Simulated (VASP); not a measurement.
# C (P1) in VASP: notebook

Runs on C. Level: PBE. Tasks: single point.

Everything below comes from runs of VASP 6.6.1. Logs are shortened: lines on timing, memory, paths and dates and some standing lists are left out, and cuts for length are marked.

### 1 The cell of the first run

The typed cell holds 10 atoms: a = 2.519 Å, b = 2.519 Å, c = 10.420 Å, α = 95.55°, β = 94.16°, γ = 60.00°.

### 2 Single point, PBE

Input file INCAR:

```
SYSTEM = C
PREC = Accurate
ENCUT = 520
EDIFF = 1E-6
ISMEAR = 0
SIGMA = 0.05
LREAL = .FALSE.
LASPH = .TRUE.
NELM = 100
ALGO = Normal
ISIF = 2
LWAVE = .FALSE.
LCHARG = .FALSE.
GGA = PE
NBANDS = 31
```

Input file KPOINTS:

```
regular mesh
0
G
  10 10 3
  0 0 0
```

Input file POSCAR:

```
C
1.0
   -2.5194924611      0.0000000000      0.0000000000
   -1.2597462306     -2.1819444760      0.0000000000
    0.7558477384      0.7273148253     10.3668212017
C
10
Direct
   -0.1500099279      0.0248251803      0.8741755410
    0.8301299279      0.9751748197      0.7252244590
    0.0835327534      0.1086818835      0.1257456505
    0.7965872466      0.8913181165      0.4736543495
    0.1034065862      0.1583664656      0.2747993967
    0.7767134138      0.8416335344      0.3246006033
    0.1900035763      0.3748589408      0.9242768224
    0.4901164237      0.6251410592      0.6751231776
    0.4101879049      0.4253197623      0.0756592868
    0.4699320951      0.5746802377      0.5237407132
```

Potentials or basis: VASP PAW PBE potentials, release 64 (C).

Launch:

```console
cat potpaw_PBE.64/C/POTCAR > POTCAR
mpirun -np 1 vasp_std > vasp.out
```

OUTCAR:

```text
SYSTEM = C
   PREC = Accurate
   ENCUT = 520
   EDIFF = 1E-6
   ISMEAR = 0
   LREAL = .FALSE.
   LASPH = .TRUE.
   NELM = 100
   ISIF = 2
   GGA = PE

 ion  position               nearest neighbor table
   1  0.850  0.025  0.874-   2 1.54   7 1.54   7 1.54   7 1.54
   2  0.830  0.975  0.725-   1 1.54   8 1.54   8 1.54   8 1.54
   3  0.084  0.109  0.126-   9 1.54   9 1.54   9 1.54   5 1.55
   4  0.797  0.891  0.474-  10 1.54  10 1.54  10 1.54   6 1.55
   5  0.103  0.158  0.275-   6 1.54   6 1.54   6 1.54   3 1.55
   6  0.777  0.842  0.325-   5 1.54   5 1.54   5 1.54   4 1.55
   7  0.190  0.375  0.924-   1 1.54   1 1.54   1 1.54   9 1.65
   8  0.490  0.625  0.675-   2 1.54   2 1.54   2 1.54  10 1.57
   9  0.410  0.425  0.076-   3 1.54   3 1.54   3 1.54   7 1.65
  10  0.470  0.575  0.524-   4 1.54   4 1.54   4 1.54   8 1.57

  LATTYP: Found a triclinic cell.
 ALAT       =     4.3638889519
 B/A-ratio  =     0.5773502692
 C/A-ratio  =     2.4969081111
 COS(alpha) =     0.0231226078
 COS(beta)  =     0.1735479697
 COS(gamma) =     0.8660254038

  Lattice vectors:

 A1 = (   3.7792386916,  -2.1819444760,   0.0000000000)
 A2 = (   1.2597462305,  -2.1819444760,   0.0000000000)
 A3 = (   3.0233909533,   1.4546296507, -10.3668212017)

Analysis of symmetry for initial positions (statically):
=====================================================================
 Subroutine PRICEL returns:
 Original cell was already a primitive cell.

 Routine SETGRP: Setting up the symmetry group for a
 triclinic supercell.

 Subroutine GETGRP returns: Found  1 space group operations
 (whereof  1 operations were pure point group operations)
 out of a pool of  2 trial point group operations.

The static configuration has the point symmetry C_1 .

Analysis of symmetry for dynamics (positions and initial velocities):
=====================================================================
 Subroutine PRICEL returns:
 Original cell was already a primitive cell.

 Routine SETGRP: Setting up the symmetry group for a
 triclinic supercell.

 Subroutine GETGRP returns: Found  1 space group operations
 (whereof  1 operations were pure point group operations)
 out of a pool of  2 trial point group operations.

The dynamic configuration has the point symmetry C_1 .

 Subroutine INISYM returns: Found  1 space group operations
 (whereof  1 operations are pure point group operations),
 and found     1 'primitive' translations

----------------------------------------------------------------------------------------

                                     Primitive cell

  volume of cell :      56.9905

  direct lattice vectors                    reciprocal lattice vectors
    -2.519492461  0.000000000  0.000000000    -0.396905335  0.229153402  0.012861545
    -1.259746231 -2.181944476  0.000000000     0.000000000 -0.458306804  0.032153862
     0.755847738  0.727314825 10.366821202     0.000000000  0.000000000  0.096461585

  length of vectors
     2.519492461  2.519492461 10.419754051     0.458487237  0.459433344  0.096461585

  position of ions in fractional coordinates (direct lattice)
     0.849990072  0.024825180  0.874175541
     0.830129928  0.975174820  0.725224459
     0.083532753  0.108681883  0.125745651
     0.796587247  0.891318117  0.473654350
     0.103406586  0.158366466  0.274799397
     0.776713414  0.841633534  0.324600603
     0.190003576  0.374858941  0.924276822
     0.490116424  0.625141059  0.675123178
     0.410187905  0.425319762  0.075659287
     0.469932095  0.574680238  0.523740713

  ion indices of the primitive-cell ions
   primitive index   ion index
                 1           1
                 2           2
                 3           3
                 4           4
                 5           5
                 6           6
                 7           7
                 8           8
                 9           9
                10          10

----------------------------------------------------------------------------------------

 KPOINTS: regular mesh

Automatic generation of k-mesh.
 Grid dimensions read from file:
 generate k-points for:   10   10    3

 Generating k-lattice:

  Cartesian coordinates                     Fractional coordinates (reciprocal lattice)
    -0.039690534  0.022915340  0.001286154     0.100000000 -0.000000000  0.000000000
     0.000000000 -0.045830680  0.003215386     0.000000000  0.100000000  0.000000000
     0.000000000  0.000000000  0.032153862     0.000000000  0.000000000  0.333333333

  Length of vectors
     0.045848724  0.045943334  0.032153862

  Shift w.r.t. Gamma in fractional coordinates (k-lattice)
     0.000000000  0.000000000  0.000000000

 Subroutine IBZKPT returns following result:
 ===========================================

 Found    152 irreducible k-points:

 Following reciprocal coordinates:
            Coordinates               Weight
  0.000000  0.000000  0.000000      1.000000
  0.100000  0.000000  0.000000      2.000000
  0.200000  0.000000  0.000000      2.000000
  0.300000  0.000000 -0.000000      2.000000
  0.400000  0.000000 -0.000000      2.000000
  0.500000  0.000000 -0.000000      1.000000
[... 16 lines left out ...]
 -0.400000  0.200000  0.000000      2.000000
 -0.300000  0.200000  0.000000      2.000000
 [... further k-points ...]
   k-points           NKPTS =    152   k-points in BZ     NKDIM =    152   number of bands    NBANDS=     31
   number of dos      NEDOS =    301   number of ions     NIONS =     10
   total plane-waves  NPLWV =  32000
   dimension x,y,z NGX =    20 NGY =   20 NGZ =   80
   dimension x,y,z NGXF=    40 NGYF=   40 NGZF=  160
   ions per type =              10
   NGX,Y,Z   is equivalent  to a cutoff of  13.20, 13.20, 12.76 a.u.
   NGXF,Y,Z  is equivalent  to a cutoff of  26.39, 26.39, 25.53 a.u.
 SYSTEM =  C
   PREC   = accura    normal or accurate (medium, high low for compatibility)
   ISTART =      0    job   : 0-new  1-cont  2-samecut
   ICHARG =      2    charge: 1-file 2-atom 10-const
   ISPIN  =      1    spin polarized calculation?
   LNONCOLLINEAR =      F non collinear calculations
   LSORBIT =      F    spin-orbit coupling
   LASPH  =      T    aspherical Exc in radial PAW
   ENCUT  =  520.0 eV  38.22 Ry    6.18 a.u.   4.68  4.68 19.37*2*pi/ulx,y,z
   NELM   =    100;   NELMIN=  2; NELMDL= -5     # of ELM steps
   EDIFF  = 0.1E-05   stopping-criterion for ELM
   LREAL  =      F    real-space projection
   EDIFFG = 0.1E-04   stopping-criterion for IOM
   NSW    =      0    number of steps for IOM
   IBRION =     -1    ionic relax: 0-MD 1-quasi-New 2-CG
   NFREE  =      0    steps in history (QN), initial steepest desc. (CG)
   ISIF   =      2    stress and relaxation
   ISYM   =      2    0-nonsym 1-usesym 2-fastsym
   POTIM  = 0.5000    time-step for ionic-motion
   TEBEG  =    0.0;   TEEND  =   0.0 temperature during run
   PSTRESS=    0.0 pullay stress
   NELECT =      40.0000    total number of electrons
   NUPDOWN=      -1.0000    fix difference up-down
   EMIN   =  10.00;   EMAX   =-10.00  energy-range for DOS
   EFERMI =   0.00;   METHOD = LEGACY
   ISMEAR =     0;   SIGMA  =   0.05  broadening in eV -4-tet -1-fermi 0-gaus
   EFERMI_NEDOS =   21; number of points for ismear=-14 and -15
   IALGO  =     38    algorithm
   IMIX   =      4    mixing-type and parameters
     AMIX     =   0.40;   BMIX     =  1.00
     AMIX_MAG =   1.60;   BMIX_MAG =  1.00
  volume/ion in A,a.u.               =       5.70        38.46
  Fermi-wavevector in a.u.,A,eV,Ry     =   1.454881  2.749326 28.799149  2.116678
  Thomas-Fermi vector in A             =   2.571980
   LORBIT       =      0    0 simple, 1 ext, 2 COOP (PROOUT), +10 PAW based schemes
   GGA     = PE    functional components
   LHFCALC =     F    Hartree Fock is set to
   AEXX    =    0.0000 exact exchange contribution
   IVDW    =     0    specifies the selected vdW correction
   LEPSILON=     F    determine dielectric tensor
   LRPA    =     F    only Hartree local field effects (RPA)
 non-spin polarized calculation
 Gauss-broadening in eV      SIGMA  =   0.05
  energy-cutoff  :      520.00
  volume of cell :       56.99
 maximum number of plane-waves:      1554
   NGX =  9   NGY =  9   NGZ = 39

 number of electron      39.9999997 magnetization

 Free energy of the ion-electron system (eV)
  ---------------------------------------------------
  ext. energy  EPLUGINS =         0.00000000
  ---------------------------------------------------
  free energy    TOTEN  =       -89.92294390 eV

  energy without entropy =      -89.92294390  energy(sigma->0) =      -89.92294390

 E-fermi :  10.3216     XC(G=0): -13.2418

 val. band max:       10.0822544675   @ k =   0.0000   0.0000   0.0000
 cond. band min:      13.7705271028   @ k =  -0.4000   0.0000   0.3333
 fundamental gap:      3.6882726354
 Fermi energy:        10.3216140809

 k-point     1 :       0.0000    0.0000    0.0000
  band No.  band energies     occupation
      1     -11.7549      2.00000
      2     -10.7100      2.00000
      3     -10.6205      2.00000
      4      -7.5799      2.00000
      5      -7.5184      2.00000
      6      -1.7619      2.00000
[... 23 lines left out ...]
     30      17.9121      0.00000
     31      18.1492      0.00000

 k-point     2 :       0.1000    0.0000    0.0000
  band No.  band energies     occupation
      1     -11.5080      2.00000
      2     -10.4739      2.00000
      3     -10.3682      2.00000
      4      -7.3762      2.00000
      5      -7.2581      2.00000
      6      -1.5920      2.00000
[... 23 lines left out ...]
     30      18.1676      0.00000
     31      18.7970      0.00000

 k-point     3 :       0.2000    0.0000    0.0000
  band No.  band energies     occupation
      1     -10.7717      2.00000
      2      -9.7644      2.00000
      3      -9.6218      2.00000
      4      -6.7304      2.00000
      5      -6.5245      2.00000
      6      -1.0725      2.00000
[... 703 lines left out ...]
     30      20.5321      0.00000
     31      21.2099      0.00000

 k-point    24 :      -0.3000    0.2000    0.0000
  band No.  band energies     occupation
      1      -7.2345      2.00000
      2      -6.2995      2.00000
      3      -6.1656      2.00000
      4      -3.7367      2.00000
      5      -3.4363      2.00000
      6      -2.0782      2.00000
[... 23 lines left out ...]
     30      20.4295      0.00000
     31      21.1969      0.00000

 [... further k-points ...]
[... 5 lines left out ...]
  --------------------------------------------------------------------------------------
  -------------------------------------------------------------------------------------
  Total       -0.9882405      0.6091577      1.1007248      0.0052704      0.0032264      7.3886717
  in kB      -27.7824694     17.1252895     30.9447495      0.1481660      0.0907052    207.7182182
  external PRESSURE =       6.7625232 kB  Pullay stress =       0.0000000 kB

 VOLUME and BASIS-vectors are now :
 -----------------------------------------------------------------------------
  energy-cutoff  :      520.00
  volume of cell :       56.99
      direct lattice vectors                 reciprocal lattice vectors
    -2.519492461  0.000000000  0.000000000    -0.396905335  0.229153402  0.012861545
    -1.259746231 -2.181944476  0.000000000     0.000000000 -0.458306804  0.032153862
     0.755847738  0.727314825 10.366821202     0.000000000  0.000000000  0.096461585

 POSITION                                       TOTAL-FORCE (eV/Angst)
 -----------------------------------------------------------------------------------
     -1.51207      0.58163      9.06242        -0.011940      0.197531      0.011544
     -2.77182     -1.60031      7.51827        -0.334859      0.037463     -0.100522
     -0.25233     -0.14568      1.30358         0.007461      0.198006     -0.011206
     -2.77182     -1.60031      4.91029         0.032853      0.002459      0.008000
     -0.25233     -0.14568      2.84880         0.336340      0.038086      0.100541
     -2.77182     -1.60031      3.36508        -0.008617      0.001889     -0.005621
     -0.25233     -0.14568      9.58181        -3.260360     -0.239954     -0.183393
     -1.51207     -0.87300      6.99888         0.003633      0.002217      0.000690
     -1.51207     -0.87300      0.78435         3.264655     -0.239905      0.183131
     -1.51207     -0.87300      5.42953        -0.029166      0.002209     -0.003164
 -----------------------------------------------------------------------------------
    total drift:                                0.000045      0.000042     -0.000185

  FREE ENERGIE OF THE ION-ELECTRON SYSTEM (eV)
  ---------------------------------------------------
  free  energy   TOTEN  =       -89.9229438995 eV

  energy  without entropy=      -89.9229438995  energy(sigma->0) =      -89.92294390
```

It took 1.8 min on 1 thread of Intel Xeon 6975P-C (Granite Rapids), shared host; peak memory 0.28 GiB.

What came out:

| Item | Value |
| --- | --- |
| Free energy | -89.9229 eV |
| Pressure | 0.7 GPa |
| Largest force | 3.279 eV/Å |
| Band gap on the k mesh | 3.69 eV (least direct gap 4.86 eV) |

Forces in eV/Å, atoms in the order of the input:
```
C   -0.012  0.198  0.012
C   -0.335  0.037 -0.101
C    0.007  0.198 -0.011
C    0.033  0.002  0.008
C    0.336  0.038  0.101
C   -0.009  0.002 -0.006
C   -3.260 -0.240 -0.183
C    0.004  0.002  0.001
C    3.265 -0.240  0.183
C   -0.029  0.002 -0.003
```

Levels at points of the mesh, in eV from the valence-band top:
| k point | band 17 | band 18 | band 19 | band 20 | band 21 | band 22 | band 23 | band 24 |
| --- | --- | --- | --- | --- | --- | --- | --- | --- |
| (0.00, 0.00, 0.00) | -1.50 | -0.69 | -0.40 | 0.00 | 4.86 | 5.12 | 5.35 | 6.28 |
| (0.50, 0.00, 0.00) | -4.83 | -4.64 | -3.49 | -3.00 | 4.00 | 4.60 | 4.79 | 6.02 |
| (0.00, 0.50, 0.00) | -4.86 | -4.52 | -3.77 | -3.15 | 4.51 | 4.88 | 5.44 | 6.01 |
| (0.50, 0.50, 0.00) | -4.62 | -4.07 | -3.67 | -3.32 | 4.04 | 4.41 | 5.26 | 5.36 |

Caveat: an odd mesh through Γ misses points on the zone boundary, where band edges can lie; forces of over 1 eV/Å act on the atoms, so gaps and moduli don't describe the material at rest.

### 3 Single point, PBE

Input file INCAR:

```
SYSTEM = C
ALGO = Normal
EDIFF = 1E-6
ENCUT = 520
GGA = PE
ISIF = 2
ISMEAR = 0
LASPH = .TRUE.
LCHARG = .FALSE.
LREAL = .FALSE.
LWAVE = .FALSE.
NBANDS = 31
NELM = 60
PREC = Accurate
SIGMA = 0.05
```

Input file KPOINTS:

```
k-points
0
G
  10 10 3
  0 0 0
```

Input file POSCAR:

```
C
1.0
   -2.5194924611      0.0000000000      0.0000000000
   -1.2597462306     -2.1819444760      0.0000000000
    0.2519492461      0.7273148253     10.3668212017
C
10
Direct
   -0.3248450361      0.0248251803      0.8741755410
    0.6850850361      0.9751748197      0.7252244590
    0.0583836233      0.1086818835      0.1257456505
    0.7018563767      0.8913181165      0.4736543495
    0.0484467069      0.1583664656      0.2747993967
    0.7117932931      0.8416335344      0.3246006033
    0.0051482118      0.3748589408      0.9242768224
    0.3550917882      0.6251410592      0.6751231776
    0.3950560475      0.4253197623      0.0756592868
    0.3651839525      0.5746802377      0.5237407132
```

Potentials or basis: VASP PAW PBE potentials, release 64 (C).

Launch:

```console
cat potpaw_PBE.64/C/POTCAR > POTCAR
mpirun -np 1 vasp_std > vasp.out
```

Wall time 2 min (1 thread of Intel Xeon 6975P-C (Granite Rapids), shared host); peak memory 0.28 GiB.

It converged, with:

```
Free energy            : -87.5480 eV
Pressure               : 3.3 GPa
Largest force          : 4.825 eV/Å
Band gap on the k mesh : 0.78 eV (least direct gap 2.55 eV)
```

Forces on the atoms (eV/Å):
```
C   -0.128  0.518 -0.061
C   -0.457  0.221 -0.355
C    0.120  0.521  0.059
C    0.050  0.014  0.023
C    0.457  0.227  0.363
C   -0.007 -0.005 -0.021
C   -4.250 -0.753 -2.139
C    0.001  0.001  0.011
C    4.259 -0.752  2.139
C   -0.046  0.009 -0.019
```

Stress tensor (GPa, compression positive):
```
-9.77  0.04 28.62
 0.04  3.12  0.08
28.62  0.08 16.59
```

Levels at points of the mesh, in eV from the valence-band top:
| k point | band 16 | band 17 | band 18 | band 19 | band 20 | band 21 | band 22 | band 23 | band 24 | band 25 |
| --- | --- | --- | --- | --- | --- | --- | --- | --- | --- | --- |
| (0.00, 0.00, 0.00) | -1.63 | -1.16 | -0.90 | -0.67 | 0.00 | 4.48 | 5.07 | 5.36 | 5.48 | 6.14 |
| (0.50, 0.00, 0.00) | -5.54 | -5.15 | -4.67 | -3.69 | -1.63 | 0.93 | 4.40 | 4.69 | 5.61 | 6.10 |
| (0.00, 0.50, 0.00) | -5.75 | -5.12 | -4.12 | -3.86 | -3.26 | 3.20 | 4.38 | 5.09 | 5.88 | 5.89 |
| (0.50, 0.50, 0.00) | -5.63 | -4.98 | -4.45 | -3.77 | -1.74 | 0.97 | 4.31 | 4.96 | 5.31 | 5.92 |

Caveat: the cell stands under pressure; an odd mesh through Γ misses points on the zone boundary, where band edges can lie; forces of over 1 eV/Å act on the atoms, so gaps and moduli don't describe the material at rest.

### 4 Single point, PBE

Input file INCAR:

```
SYSTEM = C
  ALGO = Normal
  EDIFF = 1E-6
  ENCUT = 520
  GGA = PE
  ISIF = 2
  ISMEAR = 0
  LASPH = .TRUE.
  LCHARG = .TRUE.
  LELF = .TRUE.
  LREAL = .FALSE.
  LVHAR = .TRUE.
  LWAVE = .FALSE.
  NBANDS = 31
  NELM = 100
  PREC = Accurate
  SIGMA = 0.05
```

KPOINTS is that of step 3.

Input file POSCAR:

```
C
1.0
   -2.5194924611      0.0000000000      0.0000000000
   -1.2597462306     -2.1819444760      0.0000000000
    1.0077969845      0.7273148253     10.3668212017
C
10
Direct
   -0.0625923738      0.0248251803      0.8741755410
    0.9026523738      0.9751748197      0.7252244590
    0.0961073185      0.1086818835      0.1257456505
    0.8439526816      0.8913181165      0.4736543495
    0.1308865259      0.1583664656      0.2747993967
    0.8091734741      0.8416335344      0.3246006033
    0.2824312586      0.3748589408      0.9242768224
    0.5576287414      0.6251410592      0.6751231776
    0.4177538336      0.4253197623      0.0756592868
    0.5223061664      0.5746802377      0.5237407132
```

Launch:

```console
cat potpaw_PBE.64/C/POTCAR > POTCAR
mpirun -np 1 vasp_std > vasp.out
```

It took 2.1 min on 1 thread of Intel Xeon 6975P-C (Granite Rapids), shared host; peak memory 0.28 GiB.

It converged, with:

| Quantity | Value |
| --- | --- |
| Free energy | -90.6212 eV |
| Pressure | 0.6 GPa |
| Largest force | 1.689 eV/Å |
| Band gap on the k mesh | 4.24 eV (least direct gap 5.13 eV) |

Forces in eV/Å, atoms in the order of the input:
```
C    0.013  0.057  0.005
C   -0.179  0.008 -0.027
C   -0.016  0.057 -0.005
C    0.017  0.000  0.003
C    0.180  0.008  0.026
C   -0.005  0.001 -0.001
C   -1.685 -0.066  0.012
C    0.002  0.001 -0.003
C    1.687 -0.066 -0.012
C   -0.015  0.000  0.002
```

Stress tensor (GPa, compression positive):
```
-0.23  0.01 10.68
 0.01  0.98  0.00
10.68  0.00  1.00
```

Levels at points of the mesh, in eV from the valence-band top:
```
           k point  band 17  band 18  band 19  band 20  band 21  band 22  band 23  band 24
(0.00, 0.00, 0.00)    -1.44    -0.43    -0.17     0.00     5.13     5.23     5.41     6.62
(0.50, 0.00, 0.00)    -4.60    -4.51    -3.49    -3.05     4.63     4.71     5.61     6.27
(0.00, 0.50, 0.00)    -4.62    -4.49    -3.65    -3.04     4.69     4.79     6.03     6.14
(0.50, 0.50, 0.00)    -4.35    -4.02    -3.53    -3.50     4.47     5.12     5.37     5.56
```

Caveat: an odd mesh through Γ misses points on the zone boundary, where band edges can lie; forces of over 1 eV/Å act on the atoms, so gaps and moduli don't describe the material at rest.

### 5 The runs side by side

```csv
cell,gap on the mesh (eV),pressure (GPa),largest force (eV/Å)
"a = 2.519, b = 2.519, c = 10.420 Å, angles 95.6, 94.2, 60.0°, 10 atoms",3.69,0.7,3.28
"a = 2.519, b = 2.519, c = 10.395 Å, angles 94.2, 91.4, 60.0°, 10 atoms",0.78,3.3,4.82
"a = 2.519, b = 2.519, c = 10.441 Å, angles 96.2, 95.5, 60.0°, 10 atoms",4.24,0.6,1.69
```

Alike in all rows: task single point; level PBE; potentials or basis VASP PAW PBE potentials, release 64 (C); no spin polarisation; k mesh 10 × 10 × 3; cutoff (eV) 520; smearing gaussian 0.05 eV.

Caveats: an odd mesh through Γ misses points on the zone boundary, where band edges can lie; forces of over 1 eV/Å act on the atoms, so gaps and moduli don't describe the material at rest; the cell stands under pressure (at least some runs).

Total energies depend on the potentials used, so only differences within one code and one set of settings carry meaning.
